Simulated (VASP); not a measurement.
Input of a VASP 6.6.1 run:

File INCAR:

```
PREC = Accurate
ENCUT = 600
EDIFF = 1E-6
ISMEAR = -1
SIGMA = 0.1
LREAL = False
LASPH = True
NELM = 100
ALGO = Normal
ISIF = 3
LWAVE = False
LCHARG = False
IBRION = 2
NSW = 60
EDIFFG = -0.005
PSTRESS = -1.5
```

The input KPOINTS:

```
Automatic mesh
0
Gamma
  8 8 8
```

The input POSCAR:

```
Ba
1.0
    0.0000000000      4.1012824266      4.1012824266
    4.1012824266      0.0000000000      4.1012824266
    4.1012824266      4.1012824266      0.0000000000
Ba
2
Direct
   -0.1250000000     -0.1250000000     -0.1250000000
    0.1250000000      0.1250000000      0.1250000000
```

Potentials or basis: VASP PAW LDA potentials, release 64 (Ba_sv).

The run is started by

```bash
$ cat potpaw_LDA.64/Ba_sv/POTCAR > POTCAR
$ mpirun -np 1 vasp_std > vasp.out
```

Question: Estimate the relaxed volume.

Answer: 51.01 Å³/atom.

Question: Predict the relaxed cell.

Answer: a = 5.245 Å, b = 5.245 Å, c = 5.245 Å, α = 60.00°, β = 60.00°, γ = 60.00°.

Question: Estimate the space group after relaxing (to 0.1 Å).

Answer: Fd-3m (No. 227).

Question: What does it give for the band gap on the k mesh?

Answer: Zero (bands 10 and 11 overlap by 0.16 eV).

The path:
```csv
step,energy change (eV),largest force (eV/Å),pressure (GPa),volume (Å³)
1,0.0000,0.0000,-1.31,137.97
2,-0.0857,0.0000,-1.49,128.22
3,-0.2694,0.0000,-0.60,105.30
4,-0.2699,0.0000,0.73,97.24
5,-0.2771,0.0000,-0.22,102.37
6,-0.2777,0.0000,-0.12,101.72
7,-0.2776,0.0000,-0.12,101.94
8,-0.2767,0.0000,-0.25,102.59
9,-0.2774,0.0000,-0.18,102.09
10,-0.2775,0.0000,-0.14,102.02
```

Caveat: the cell is relaxed towards a set pressure, so the run minimises the enthalpy, not the energy; the volume moved by over 15 % at a fixed basis, so the end points are rough; spin-orbit coupling is left out, which moves the levels of the heavy elements.
